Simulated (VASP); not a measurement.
# K (Pm-3m) in VASP: further runs

The runs below take K through single point, with PBE.

All numbers are computed with VASP 6.6.1; they aren't measurements. Logs are shortened: lines on timing, memory, paths and dates and some standing lists are left out, and cuts for length are marked.

## Step 1: The cell of the first run

The structure is cubic, space group Pm-3m (No. 221). The conventional cell has a = 4.212 Å, b = 4.212 Å, c = 4.212 Å, α = 90.00°, β = 90.00°, γ = 90.00°. Within 5.5 Å of K (site symmetry m-3m) lie 6 K at 4.21 Å.

## Step 2: Single point, PBE

Contents of INCAR:

```
SYSTEM = K
PREC = Accurate
ENCUT = 520
EDIFF = 1E-7
ISMEAR = -1
SIGMA = 0.06122561905347299
LREAL = .False.
LASPH = .True.
NELM = 100
ALGO = Normal
ISIF = 2
LWAVE = .False.
LCHARG = .False.
GGA = PE
NBANDS = 10
```

Contents of KPOINTS:

```
Automatic mesh
0
Gamma
  13 13 13
  0 0 0
```

Contents of POSCAR:

```
K
1.0
    4.2115893669      0.0000000000      0.0000000000
    0.0000000000      4.2115893669      0.0000000000
    0.0000000000      0.0000000000      4.2115893669
K
1
Direct
    0.0000000000      0.0000000000      0.0000000000
```

Potentials or basis: VASP PAW PBE potentials, release 64 (K_sv).

Command:

```
$ cat potpaw_PBE.64/K_sv/POTCAR > POTCAR
$ mpirun -np 1 vasp_std > vasp.out
```

OUTCAR:

```text
SYSTEM = K
   PREC = Accurate
   ENCUT = 520
   EDIFF = 1E-7
   ISMEAR = -1
   LREAL = .False.
   LASPH = .True.
   NELM = 100
   ISIF = 2
   GGA = PE

 ion  position               nearest neighbor table
   1  0.000  0.000  0.000-

  LATTYP: Found a simple cubic cell.
 ALAT       =     4.2115893669

  Lattice vectors:

 A1 = (   4.2115893669,   0.0000000000,   0.0000000000)
 A2 = (   0.0000000000,   4.2115893669,   0.0000000000)
 A3 = (   0.0000000000,   0.0000000000,   4.2115893669)

Analysis of symmetry for initial positions (statically):
=====================================================================
 Subroutine PRICEL returns:
 Original cell was already a primitive cell.

 Routine SETGRP: Setting up the symmetry group for a
 simple cubic supercell.

 Subroutine GETGRP returns: Found 48 space group operations
 (whereof 48 operations were pure point group operations)
 out of a pool of 48 trial point group operations.

The static configuration has the point symmetry O_h .

Analysis of symmetry for dynamics (positions and initial velocities):
=====================================================================
 Subroutine PRICEL returns:
 Original cell was already a primitive cell.

 Routine SETGRP: Setting up the symmetry group for a
 simple cubic supercell.

 Subroutine GETGRP returns: Found 48 space group operations
 (whereof 48 operations were pure point group operations)
 out of a pool of 48 trial point group operations.

The dynamic configuration has the point symmetry O_h .

 Subroutine INISYM returns: Found 48 space group operations
 (whereof 48 operations are pure point group operations),
 and found     1 'primitive' translations

----------------------------------------------------------------------------------------

                                     Primitive cell

  volume of cell :      74.7030

  direct lattice vectors                    reciprocal lattice vectors
     4.211589367  0.000000000  0.000000000     0.237440052  0.000000000  0.000000000
     0.000000000  4.211589367  0.000000000     0.000000000  0.237440052  0.000000000
     0.000000000  0.000000000  4.211589367     0.000000000  0.000000000  0.237440052

  length of vectors
     4.211589367  4.211589367  4.211589367     0.237440052  0.237440052  0.237440052

  position of ions in fractional coordinates (direct lattice)
     0.000000000  0.000000000  0.000000000

[... 73 lines left out ...]
   ENCUT  =  520.0 eV  38.22 Ry    6.18 a.u.   7.83  7.83  7.83*2*pi/ulx,y,z
   NELM   =    100;   NELMIN=  2; NELMDL= -5     # of ELM steps
   EDIFF  = 0.1E-06   stopping-criterion for ELM
   LREAL  =      F    real-space projection
   EDIFFG = 0.1E-05   stopping-criterion for IOM
   NSW    =      0    number of steps for IOM
   IBRION =     -1    ionic relax: 0-MD 1-quasi-New 2-CG
   NFREE  =      0    steps in history (QN), initial steepest desc. (CG)
   ISIF   =      2    stress and relaxation
   ISYM   =      2    0-nonsym 1-usesym 2-fastsym
   POTIM  = 0.5000    time-step for ionic-motion
   TEBEG  =    0.0;   TEEND  =   0.0 temperature during run
   PSTRESS=    0.0 pullay stress
   NELECT =       9.0000    total number of electrons
   NUPDOWN=      -1.0000    fix difference up-down
   EMIN   =  10.00;   EMAX   =-10.00  energy-range for DOS
   EFERMI =   0.00;   METHOD = LEGACY
   ISMEAR =    -1;   SIGMA  =   0.06  broadening in eV -4-tet -1-fermi 0-gaus
   EFERMI_NEDOS =   21; number of points for ismear=-14 and -15
   IALGO  =     38    algorithm
   IMIX   =      4    mixing-type and parameters
     AMIX     =   0.40;   BMIX     =  1.00
     AMIX_MAG =   1.60;   BMIX_MAG =  1.00
  volume/ion in A,a.u.               =      74.70       504.12
  Fermi-wavevector in a.u.,A,eV,Ry     =   0.808555  1.527948  8.894964  0.653761
  Thomas-Fermi vector in A             =   1.917382
   LORBIT       =      0    0 simple, 1 ext, 2 COOP (PROOUT), +10 PAW based schemes
   GGA     = PE    functional components
   LHFCALC =     F    Hartree Fock is set to
   AEXX    =    0.0000 exact exchange contribution
   IVDW    =     0    specifies the selected vdW correction
   LEPSILON=     F    determine dielectric tensor
   LRPA    =     F    only Hartree local field effects (RPA)
 non-spin polarized calculation
  energy-cutoff  :      520.00
  volume of cell :       74.70
 maximum number of plane-waves:      2027
 NGX is ok and might be reduce to    32
   NGX = 15   NGY = 15   NGZ = 15

 number of electron       8.9999997 magnetization

 Free energy of the ion-electron system (eV)
  ---------------------------------------------------
  ext. energy  EPLUGINS =         0.00000000
  ---------------------------------------------------
  free energy    TOTEN  =        -0.94439172 eV

  energy without entropy =       -0.93412738  energy(sigma->0) =       -0.93925955

 E-fermi :  -0.1182     XC(G=0):  -5.6051

 val. band max:       -0.1583775545   @ k =   0.4615   0.1538   0.0000
 cond. band min:      -0.1181510012   @ k =   0.3846   0.3077   0.0000
 fundamental gap:      0.0402265533
 Fermi energy:        -0.1181796274

 k-point     1 :       0.0000    0.0000    0.0000
  band No.  band energies     occupation
      1     -32.4419      2.00000
      2     -15.8760      2.00000
      3     -15.8760      2.00000
      4     -15.8760      2.00000
      5      -2.2660      2.00000
      6       2.7768      0.00000
      7       2.7768      0.00000
      8       6.1660      0.00000
      9       6.1660      0.00000
     10       6.1660      0.00000
[... 287 lines left out ...]
 k-point    24 :       0.3846    0.3077    0.0000
  band No.  band energies     occupation
      1     -32.4333      2.00000
      2     -15.9589      2.00000
      3     -15.9367      2.00000
      4     -15.8624      2.00000
      5      -0.1182      0.99977
      6       1.5470      0.00000
      7       2.5343      0.00000
      8       3.6151      0.00000
      9       4.9697      0.00000
     10       5.3266      0.00000

 [... further k-points ...]
[... 5 lines left out ...]
  --------------------------------------------------------------------------------------
  -------------------------------------------------------------------------------------
  Total        0.0840220      0.0840220      0.0840220      0.0000000      0.0000000      0.0000000
  in kB        1.8020443      1.8020443      1.8020443      0.0000000      0.0000000      0.0000000
  external PRESSURE =       1.8020443 kB  Pullay stress =       0.0000000 kB

 VOLUME and BASIS-vectors are now :
 -----------------------------------------------------------------------------
  energy-cutoff  :      520.00
  volume of cell :       74.70
      direct lattice vectors                 reciprocal lattice vectors
     4.211589367  0.000000000  0.000000000     0.237440052  0.000000000  0.000000000
     0.000000000  4.211589367  0.000000000     0.000000000  0.237440052  0.000000000
     0.000000000  0.000000000  4.211589367     0.000000000  0.000000000  0.237440052

 POSITION                                       TOTAL-FORCE (eV/Angst)
 -----------------------------------------------------------------------------------
      0.00000      0.00000      0.00000         0.000000      0.000000      0.000000
 -----------------------------------------------------------------------------------
    total drift:                                0.000000     -0.000000      0.000000

  FREE ENERGIE OF THE ION-ELECTRON SYSTEM (eV)
  ---------------------------------------------------
  free  energy   TOTEN  =        -0.9443917182 eV

  energy  without entropy=       -0.9341273801  energy(sigma->0) =       -0.93925955
```

OSZICAR:

```text
N       E                     dE             d eps       ncg     rms          rms(c)
DAV:   1     0.452902819438E+02    0.45290E+02   -0.35421E+03  1680   0.683E+02
DAV:   2     0.637136766236E+00   -0.44653E+02   -0.44128E+02  1822   0.188E+02
DAV:   3    -0.889943496896E+00   -0.15271E+01   -0.15218E+01  2548   0.277E+01
DAV:   4    -0.943963332554E+00   -0.54020E-01   -0.53940E-01  2328   0.466E+00
DAV:   5    -0.946127410706E+00   -0.21641E-02   -0.21637E-02  2530   0.598E-01    0.192E+00
DAV:   6    -0.944988800232E+00    0.11386E-02   -0.20365E-03  2498   0.293E-01    0.121E+00
DAV:   7    -0.944343523936E+00    0.64528E-03   -0.38015E-03  2352   0.375E-01    0.753E-02
DAV:   8    -0.944383590604E+00   -0.40067E-04   -0.30878E-04  2362   0.172E-01    0.301E-02
DAV:   9    -0.944395539284E+00   -0.11949E-04   -0.18597E-05  2460   0.399E-02    0.153E-02
DAV:  10    -0.944392002145E+00    0.35371E-05   -0.11216E-05  2262   0.271E-02    0.257E-03
DAV:  11    -0.944391861324E+00    0.14082E-06   -0.37074E-07  2286   0.367E-03    0.793E-04
DAV:  12    -0.944391696545E+00    0.16478E-06   -0.62411E-08  1974   0.141E-03    0.350E-04
DAV:  13    -0.944391718164E+00   -0.21619E-07   -0.13930E-09  1084   0.252E-04
   1 F= -.94439172E+00 E0= -.93925955E+00  d E =-.102643E-01
```

stdout:

```text
POSCAR found type information on POSCAR K
 POSCAR found :  1 types and       1 ions
 scaLAPACK will be used
 LDA part: xc-table for (Slater+PW92), standard interpolation
 POSCAR, INCAR and KPOINTS ok, starting setup
 FFT: planning ... GRIDC
 FFT: planning ... GRID_SOFT
 FFT: planning ... GRID
 WAVECAR not read
 entering main loop
```

Wall time 14 s (1 thread of Intel Xeon 6975P-C (Granite Rapids), shared host); peak memory 0.2 GiB.

Results:

```yaml
Free_energy: -0.9444 eV
Pressure: 0.2 GPa
```

## Step 3: Single point, PBE

Contents of INCAR:

```
ALGO = Normal ; EDIFF = 1E-6
ENCUT = 520 ; GGA = PE
ISIF = 2 ; ISMEAR = -1
LASPH = True ; LCHARG = False
LREAL = False ; LWAVE = False
NBANDS = 10 ; NELM = 60
PREC = Accurate ; SIGMA = 0.06122561905347299
```

Contents of KPOINTS:

```
k-points
0
Gamma
  13 13 13
```

POSCAR is that of step 2.

Potentials or basis: VASP PAW PBE potentials, release 64 (K_sv).

Command:

```
$ cat potpaw_PBE.64/K_sv/POTCAR > POTCAR
$ mpirun -np 1 vasp_std > vasp.out
```

It took 12 s on 1 thread of Intel Xeon 6975P-C (Granite Rapids), shared host; peak memory 0.2 GiB.

Results (log left out):

- Free energy: -0.9444 eV
- Pressure: 0.2 GPa

Levels at points of the mesh, in eV from the Fermi level:
| k point | band 3 | band 4 | band 5 | band 6 | band 7 | band 8 |
| --- | --- | --- | --- | --- | --- | --- |
| (0.00, 0.00, 0.00) | -15.76 | -15.76 | -2.15 | 2.89 | 2.89 | 6.28 |
